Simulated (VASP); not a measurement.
A run of VASP 6.6.1:

INCAR

```
ALGO     = Normal         # electronic algorithm
EDIFF    = 1E-6           # SCF threshold, eV
ENCUT    = 520            # plane-wave cutoff, eV
GGA      = PE             # functional
ISIF     = 2              # what is computed and relaxed
ISMEAR   = 0              # smearing method
LASPH    = True           # aspherical terms in the spheres
LCHARG   = False          # write CHGCAR
LREAL    = False          # projectors in reciprocal space
LWAVE    = False          # write WAVECAR
NBANDS   = 33             # bands
NELM     = 100            # most SCF steps
PREC     = Accurate       # precision mode
SIGMA    = 0.1            # smearing width, eV
```

File KPOINTS:

```
k-points
0
Gamma
  12 6 6
```

Contents of POSCAR:

```
Mg2Ga2O3
1.0
    2.9509359812     -0.0294637587      0.0296722118
   -1.4362675961      5.2269974598     -0.0077341368
   -0.1123169088     -2.6690625031      6.9646294521
Mg Ga O
2 2 3
Direct
    0.6163300166      0.2327610130      0.4552293520
    0.3836699834      0.7672389870      0.5447706480
    0.8407577097      0.6784794846      0.9319770785
    0.1592422903      0.3215205154      0.0680229215
    0.8049419839      0.6083645993      0.6759735074
    0.0000000000      0.0000000000      0.5000000000
    0.1950580161      0.3916354007      0.3240264926
```

Potentials or basis: VASP PAW PBE potentials, release 64 (Mg, Ga_d, O).

Launch:

```console
$ cat potpaw_PBE.64/Mg/POTCAR potpaw_PBE.64/Ga_d/POTCAR potpaw_PBE.64/O/POTCAR > POTCAR
$ mpirun -np 1 vasp_std > vasp.out
```

Hardware: 1 thread of Intel(R) Xeon(R) Platinum 8488C (Sapphire Rapids), with other jobs on the host.

**Question.** How long does it take, and how much memory?

**Answer.** Run time: 11 min on 1 thread of Intel(R) Xeon(R) Platinum 8488C (Sapphire Rapids), with other jobs on the host, peak memory 0.73 GiB. Counts: scf iterations 16, k points 220.
